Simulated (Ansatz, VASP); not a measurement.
**Zr: VASP beside Ansatz**

Contents of INCAR:

```
SYSTEM = Zr
PREC = Accurate
ENCUT = 520
EDIFF = 1E-7
ISMEAR = -1
SIGMA = 0.03
LREAL = .FALSE.
LASPH = .TRUE.
NELM = 80
ALGO = Normal
ISIF = 2
LWAVE = .FALSE.
LCHARG = .FALSE.
GGA = CA
NBANDS = 12
```

File KPOINTS:

```
regular mesh
0
G
  16 16 16
  0 0 0
```

The input POSCAR:

```
Zr
1.0
   -1.8219871043      1.8219871043      1.8219871043
    1.8219871043     -1.8219871043      1.8219871043
    1.8219871043      1.8219871043     -1.8219871043
Zr
1
Direct
    0.0000000000      0.0000000000      0.0000000000
```

Input for Ansatz:

```yaml
crystal:
  lattice:
    - [-1.8219871043, 1.8219871043, 1.8219871043]
    - [1.8219871043, -1.8219871043, 1.8219871043]
    - [1.8219871043, 1.8219871043, -1.8219871043]
  atoms:
    - { symbol: Zr, position: [0.0, 0.0, 0.0] }
kpoints:
  mp_grid: { grid: [16, 16, 16] }
  band_path:
    path:
      - [0.0, 0.0, 0.0]
      - [0.5, -0.5, 0.5]
      - [0.0, 0.0, 0.5]
      - [0.0, 0.0, 0.0]
      - [0.25, 0.25, 0.25]
      - [0.5, -0.5, 0.5]
      - [0.25, 0.25, 0.25]
      - [0.0, 0.0, 0.5]
    npoints: 5
scf:
  occupations: { method: fermi_dirac, width: 0.03 }
hamiltonian:
  xc: lda
  pseudopotentials: { kind: all_electron, lapw: { basis_error: 0.0005 } }
output:
  forces: true
  stress: true
  eigenvalues: true
```

Change from the starting cell: volume scaled by 1.02.

Alike in both runs: task single point; functional LDA; k mesh 16 × 16 × 16; occupations fermi-dirac, width 0.03 eV; no spin polarisation.

|  | VASP | Ansatz |
| --- | --- | --- |
| version | VASP 6.6.1 | Ansatz 0.2.0 |
| potentials or method | VASP PAW LDA potentials, release 64 (Zr_sv), cutoff 520 eV | all-electron LAPW, scalar-relativistic |

|  | VASP | Ansatz | Ansatz less VASP |
| --- | --- | --- | --- |
| pressure (GPa) | -10.8 | -10.8 | -0.04 |

LDA's correlation is that of Perdew and Zunger in VASP and of Perdew and Wang (1992) in Ansatz. Ansatz ran all-electron here, and VASP with PAW potentials.
